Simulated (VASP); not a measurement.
Here is a VASP 6.6.1 calculation.

Contents of INCAR:

```
SYSTEM = La2O3
PREC = Accurate
ENCUT = 520
EDIFF = 1E-6
ISMEAR = 0
SIGMA = 0.01
LREAL = .False.
LASPH = .True.
NELM = 80
ALGO = Normal
ISIF = 2
LWAVE = .False.
LCHARG = .False.
GGA = PE
IVDW = 13
NBANDS = 28
```

The input KPOINTS:

```
Automatic mesh
0
Gamma
  12 12 4
  0 0 0
```

Contents of POSCAR:

```
La2O3
1.0
    3.8641437370      0.0000000000      0.0000000000
   -1.9320718685      3.3464413939      0.0000000000
    0.0000000000      0.0000000000      6.0083376107
La O
2 3
Direct
    0.6666666667      0.3333333333      0.7537600000
    0.3333333333      0.6666666667      0.2462400000
    0.6666666667      0.3333333333      0.3541100000
    0.3333333333      0.6666666667      0.6458900000
    0.0000000000      0.0000000000      0.0000000000
```

Potentials or basis: VASP PAW PBE potentials, release 64 (La, O).

Command:

```bash
$ cat potpaw_PBE.64/La/POTCAR potpaw_PBE.64/O/POTCAR > POTCAR
$ mpirun -np 1 vasp_std > vasp.out
```

**Question.** Predict the largest force.

**Answer.** 0.360 eV/Å.

**Question.** What does it give for the dispersion energy per atom?

**Answer.** -0.275 eV.

**Question.** Estimate the pressure.

**Answer.** 6.2 GPa.

**Question.** Predict the band gap on the k mesh.

**Answer.** 3.86 eV (least direct gap 3.94 eV).

Stress tensor (GPa, compression positive):
```
6.63 0.00 0.00
0.00 6.63 0.00
0.00 0.00 5.32
```

Caveat: the cell stands under pressure; spin-orbit coupling is left out, which moves the levels of the heavy elements. A k mesh can miss the band edges.
